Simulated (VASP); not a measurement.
A run of VASP 6.6.1 is set up as follows.

File POSCAR:

```
CO2
1.0
    5.6240000000      0.0000000000      0.0000000000
    0.0000000000      5.6240000000      0.0000000000
    0.0000000000      0.0000000000      5.6240000000
C O
4 8
Direct
    0.0000000000      0.0000000000      0.0000000000
    0.5000000000      0.0000000000      0.5000000000
    0.5000000000      0.5000000000      0.0000000000
    0.0000000000      0.5000000000      0.5000000000
    0.1199473948      0.1199473948      0.1199473948
    0.3800526052      0.8800526052      0.6199473948
    0.6199473948      0.3800526052      0.8800526052
    0.8800526052      0.6199473948      0.3800526052
    0.8800526052      0.8800526052      0.8800526052
    0.6199473948      0.1199473948      0.3800526052
    0.3800526052      0.6199473948      0.1199473948
    0.1199473948      0.3800526052      0.6199473948
```

INCAR.step1

```
SYSTEM = CO2
PREC = Accurate ; ENCUT = 520
ISMEAR = -1 ; SIGMA = 0.02
LREAL = .False. ; LASPH = .True.
NELM = 100 ; NBANDS = 44
GGA = PE ; ALGO = Normal
EDIFF = 1E-4 ; LWAVE = .True.
LCHARG = .False.
```

Contents of INCAR.step2:

```
SYSTEM = CO2
PREC = Accurate ; ENCUT = 520
EDIFF = 1E-8 ; ISMEAR = -1
SIGMA = 0.02 ; LREAL = .False.
LASPH = .True. ; NELM = 100
ALGO = Normal ; ISIF = 2
LWAVE = .False. ; LCHARG = .False.
METAGGA = R2SCAN ; LMIXTAU = .True.
LEFG = .True. ; NBANDS = 44
ISTART = 1
```

KPOINTS

```
regular mesh
0
Gamma
  4 4 4
  0 0 0
```

Potentials or basis: VASP PAW PBE potentials, release 64 (C, O).

Command:

```sh
$ cat potpaw_PBE.64/C/POTCAR potpaw_PBE.64/O/POTCAR > POTCAR
$ cp INCAR.step1 INCAR
$ mpirun -np 1 vasp_std > vasp.out
$ cp INCAR.step2 INCAR
$ mpirun -np 1 vasp_std > vasp.out
```

(1) Estimate the pressure.

(2) Predict the band gap on the k mesh.

(3) Predict the largest force.

Answers

(1) -0.8 GPa.

(2) 7.40 eV.

(3) 0.106 eV/Å.

Caveat: without QUAD_EFG the Cq values of the log hold for a quadrupole moment of 1 mb, not for the nuclei; the PAW data sets were made with another functional, which shifts forces and pressure a little.
